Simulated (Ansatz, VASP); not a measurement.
**One calculation of ZnO, two programs**

```
Zn O
1.0
     3.22759    0.00000    0.00000
    -1.61380    2.79517    0.00000
     0.00000    0.00000    5.16887
Zn O
2 2
Direct
  0.33333 0.66667 0.00000
  0.66667 0.33333 0.50000
  0.33333 0.66667 0.38210
  0.66667 0.33333 0.88210
```

Change from the starting cell: volume scaled by 0.98.

Alike in both runs: task single point; functional PBE; k mesh 11 × 11 × 6; occupations fermi-dirac, width 0.02 eV; no spin polarisation.

|  | VASP | Ansatz |
| --- | --- | --- |
| version | VASP 6.6.1 | Ansatz 0.2.0 |
| potentials or method | VASP PAW PBE potentials, release 64 (Zn, O), cutoff 520 eV | all-electron LAPW, scalar-relativistic |

|  | VASP | Ansatz | Ansatz less VASP |
| --- | --- | --- | --- |
| gap on the k mesh at the Fermi level (eV) | 0.82 | 0.85 | +0.031 |
| pressure (GPa) | 9.3 | 8.0 | -1.29 |
| traceless stress, the component that is largest in VASP (GPa) | 0.11 | 0.14 | +0.038 |
| rms of the force components (eV/Å) | 0.019 | 0.019 | -0.0005 |

Atom by atom the forces differ by 0.001 eV/Å (rms over components). Ansatz ran all-electron here, and VASP with PAW potentials.
